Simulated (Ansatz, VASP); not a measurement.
Zn: VASP beside Ansatz

The input INCAR:

```
  PREC = Accurate
  ENCUT = 520
  EDIFF = 1E-6
  ISMEAR = -1
  SIGMA = 0.3
  LREAL = F
  LASPH = T
  NELM = 100
  ALGO = Normal
  ISIF = 2
  LWAVE = F
  LCHARG = T
  GGA = PS
  IVDW = 12
  LELF = T
  LVHAR = T
  NBANDS = 12
```

KPOINTS

```
regular mesh
0
Gamma
  6 6 6
```

Contents of POSCAR:

```
Zn
1.0
   -1.5514084008      1.5514084008      1.5514084008
    1.5514084008     -1.5514084008      1.5514084008
    1.5514084008      1.5514084008     -1.5514084008
Zn
1
Direct
    0.0000000000      0.0000000000      0.0000000000
```

Input for Ansatz:

```yaml
crystal:
  lattice:
    - [-1.5514084007714322, 1.5514084007714317, 1.551408400771432]
    - [1.5514084007714322, -1.5514084007714322, 1.5514084007714326]
    - [1.5514084007714322, 1.5514084007714322, -1.5514084007714326]
  atoms:
    - { symbol: Zn, position: [5.611234369003751e-34, -1.4215127068142843e-33, -7.107563534071423e-34] }
kpoints:
  mp_grid:
    grid: [6, 6, 6]
hamiltonian:
  xc: pbesol
  dispersion: d3bj
scf:
  max_iter: 150
  mixing:
    algorithm: anderson
    beta: 0.2
    ndim: 12
  occupations:
    method: fermi_dirac
    width: 0.3
output:
  forces: true
  stress: true
```

Alike in both runs: task single point; functional PBEsol; dispersion D3(BJ); k mesh 6 × 6 × 6; occupations fermi-dirac, width 0.3 eV; no spin polarisation.

|  | VASP | Ansatz |
| --- | --- | --- |
| version | VASP 6.6.1 | Ansatz 0.2.0 |
| potentials or method | VASP PAW PBE potentials, release 64 (Zn) | plane waves, PAW |
| plane-wave cutoff (eV) | 520 | 420 |
| valence electrons in the cell | 12 | 12 |

VASP gave:

| Quantity | Value |
| --- | --- |
| pressure (GPa) | -5.9 |

Estimate Ansatz's values.

pressure (GPa): -6.4.

VASP's potentials were made for PBE, not for PBEsol.

The k mesh is coarse, so the values compare programs but aren't converged.
